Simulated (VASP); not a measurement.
Ir4F, 5 atoms in the cell. The cell holds a slab with vacuum, 5 atoms: a = 2.737 Å, b = 3.870 Å, c = 19.460 Å, α = 90.00°, β = 90.00°, γ = 90.00°. 

| Property | Result |
| --- | --- |
| Program | VASP 6.6.1 |
| Task | single point |
| Functional | PBE |
| Potentials or basis | VASP PAW PBE potentials, release 64 (Ir, F) |
| Cutoff | 520 eV |
| k mesh | 10 × 7 × 1 |
| Occupations | gaussian, width 0.1 eV |
| Spin | no spin polarisation |
| Dipole correction | yes |
| Further INCAR settings | ALGO = Normal; EDIFF = 1e-07; NBANDS = 30 |

Potentials or basis: VASP PAW PBE potentials, release 64 (Ir, F).

Command:

```sh
$ cat potpaw_PBE.64/Ir/POTCAR potpaw_PBE.64/F/POTCAR > POTCAR
$ mpirun -np 1 vasp_std > vasp.out
```

Hardware: 1 thread of Intel(R) Xeon(R) Platinum 8488C (Sapphire Rapids), on a shared host.

How long does it take, and how much memory?

It took 4.4 min on 1 thread of Intel(R) Xeon(R) Platinum 8488C (Sapphire Rapids) (shared host), peak memory 0.35 GiB. Counts: scf iterations 28, k points 24.
